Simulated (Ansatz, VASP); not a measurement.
Two plane-wave programs on Be4ZnSe

```
Be Zn Se
1.0
    -3.08578    3.08578    2.78949
     3.08578   -3.08578    2.78949
     3.08578    3.08578   -2.78949
Be Zn Se
4 1 1
Direct
  0.75032 0.75032 0.50064
  0.24968 0.24968 0.49936
  0.75032 0.24968 0.00000
  0.24968 0.75032 0.00000
  0.50000 0.50000 0.00000
  0.00000 0.00000 0.00000
```

Alike in both runs: functional PBE; k mesh 5 × 5 × 5; occupations gaussian, width 0.2 eV; no spin polarisation.

Ansatz relaxed the structure, and its values are those at the end. VASP's run is a single point on that final structure, the one shown.

```csv
,VASP,Ansatz
version,VASP 6.6.1,Ansatz 0.2.0
potentials or method,"VASP PAW PBE potentials, release 64 (Be, Zn, Se), cutoff 600 eV","scalar-relativistic, plane waves, PAW"
valence electrons in the cell,26,36
```

|  | VASP | Ansatz | Ansatz less VASP |
| --- | --- | --- | --- |
| gap on the k mesh at the Fermi level (eV) | none | none | - |
| pressure (GPa) | 0.3 | 0.2 | -0.09 |
| rms of the force components (eV/Å) | 0.009 | 0.008 | -0.0015 |

A gap of «none» marks a metal or a gap that the smearing closes. The functional is the same, so the differences come from potentials, cutoffs and numerics. VASP's potentials hold 26 valence electrons a cell and Ansatz's 36, so a difference there can come from the potentials and not from the codes.
